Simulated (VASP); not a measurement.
**Zr: relaxation of cell and atoms with r2SCAN**

Crystal: Zr.

```
Zr
1.0
     3.23200    0.00000    0.00000
    -1.61600    2.79899    0.00000
     0.00000    0.00000    5.14700
Zr
2
Direct
  0.33333 0.66667 0.25000
  0.66667 0.33333 0.75000
```

| Property | Result |
| --- | --- |
| Program | VASP 6.6.1 |
| Task | relaxation of cell and atoms |
| Functional | r2SCAN |
| Potentials or basis | VASP PAW PBE potentials, release 64 (Zr_sv) |
| Cutoff | 600 eV |
| k mesh | 11 × 11 × 6 |
| Occupations | fermi-dirac, width 0.1 eV |
| Spin | no spin polarisation |
| Dipole correction | no |
| Further INCAR settings | ALGO = Normal; EDIFF = 1e-07; IBRION = 2; EDIFFG = -0.01; NSW = 80; ISIF = 3 |

The relaxed volume is 23.51 Å³/atom, the relaxed cell is a = 3.245 Å, b = 3.245 Å, c = 5.157 Å, α = 90.00°, β = 90.00°, γ = 120.00° and the space group after relaxing (to 0.1 Å) is P6_3/mmc (No. 194). The energy gained by relaxing is 0.7 meV/atom, the ionic steps are 5 and the pressure after relaxing is 0.0 GPa. The band gap on the k mesh is zero (bands 12 and 13 overlap by 1.14 eV).

Step by step:
| step | energy change (eV) | largest force (eV/Å) | pressure (GPa) | volume (Å³) |
| --- | --- | --- | --- | --- |
| 1 | 0.0000 | 0.0000 | 0.94 | 46.56 |
| 2 | 0.0000 | 0.0000 | -0.93 | 47.49 |
| 3 | -0.0014 | 0.0000 | -0.02 | 47.03 |
| 4 | -0.0014 | 0.0000 | 0.00 | 47.02 |
| 5 | -0.0014 | 0.0000 | 0.01 | 47.02 |

Final structure:
```
Zr
1.0
     3.24461    0.00000    0.00000
    -1.62230    2.80991    0.00000
     0.00000    0.00000    5.15716
Zr
2
Direct
  0.33333 0.66667 0.25000
  0.66667 0.33333 0.75000
```

Levels at points of the mesh, in eV from the Fermi level:
```csv
k point,band 8,band 9,band 10,band 11,band 12,band 13,band 14,band 15,band 16
"(0.00, 0.00, 0.00)",-27.37,-5.98,-3.16,0.99,0.99,1.03,1.17,1.73,1.73
"(0.00, 0.00, 0.50)",-27.44,-4.19,-4.19,0.05,0.05,0.90,0.90,0.90,0.90
```

It took 6.8 min on 1 thread of Intel(R) Xeon(R) 6975P-C (Granite Rapids), with other jobs on the host, peak memory 0.22 GiB.

Caveat: the PAW data sets were made with another functional, which shifts forces and pressure a little. Zero-point motion and thermal expansion aren't in these numbers.
